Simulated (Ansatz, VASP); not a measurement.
One calculation of SrTiO3, two programs

Contents of INCAR:

```
SYSTEM = SrTiO3
ALGO = Normal ; EDIFF = 1E-6
ENCUT = 520 ; GGA = PE
ISIF = 2 ; ISMEAR = 0
LASPH = .TRUE. ; LCHARG = .FALSE.
LREAL = .FALSE. ; LWAVE = .FALSE.
NBANDS = 28 ; NELM = 60
PREC = Accurate ; SIGMA = 0.05
```

Contents of KPOINTS:

```
k-points
0
G
  8 8 8
  0 0 0
```

POSCAR

```
SrTiO3
1.0
    3.9364035669      0.0000000000      0.0000000000
    0.0000000000      3.9364035669      0.0000000000
    0.0000000000      0.0000000000      3.9364035669
Sr Ti O
1 1 3
Direct
    0.0000000000     -0.0134724521     -0.0134724521
    0.5000000000      0.5000000000      0.5000000000
    0.0000000000      0.5000000000      0.5000000000
    0.5000000000      0.0000000000      0.5000000000
    0.5000000000      0.5000000000      0.0000000000
```

Input for Ansatz:

```yaml
crystal:
  lattice:
    - [3.9364035669, 0.0, 0.0]
    - [0.0, 3.9364035669, 0.0]
    - [0.0, 0.0, 3.9364035669]
  atoms:
    - { symbol: Sr, position: [0.0, -0.0134724521, -0.0134724521] }
    - { symbol: Ti, position: [0.5, 0.5, 0.5] }
    - { symbol: O, position: [0.0, 0.5, 0.5] }
    - { symbol: O, position: [0.5, 0.0, 0.5] }
    - { symbol: O, position: [0.5, 0.5, 0.0] }
basis:
  ecutwfc: 420
kpoints:
  mp_grid: { grid: [8, 8, 8] }
hamiltonian:
  xc: pbe
scf:
  occupations: { method: gaussian, width: 0.05 }
output:
  forces: true
  stress: true
  eigenvalues: true
```

Alike in both runs: task single point; functional PBE; k mesh 8 × 8 × 8; occupations gaussian, width 0.05 eV; no spin polarisation.

|  | VASP | Ansatz |
| --- | --- | --- |
| version | VASP 6.6.1 | Ansatz 0.2.0 |
| potentials or method | VASP PAW PBE potentials, release 64 (Sr_sv, Ti_sv, O), cutoff 520 eV | scalar-relativistic, plane waves, PAW |
| valence electrons in the cell | 40 | 40 |

```tsv
	VASP	Ansatz	Ansatz less VASP
gap on the k mesh at the Fermi level (eV)	1.81	1.84	+0.031
least direct gap on the mesh (eV)	2.18	2.20	+0.021
pressure (GPa)	0.8	0.1	-0.65
traceless stress, the component that is largest in VASP (GPa)	0.14	0.14	-0.002
rms of the force components (eV/Å)	0.090	0.087	-0.0021
```

Atom by atom the forces differ by 0.003 eV/Å (rms over components). The functional is the same, so the differences come from potentials, cutoffs and numerics.
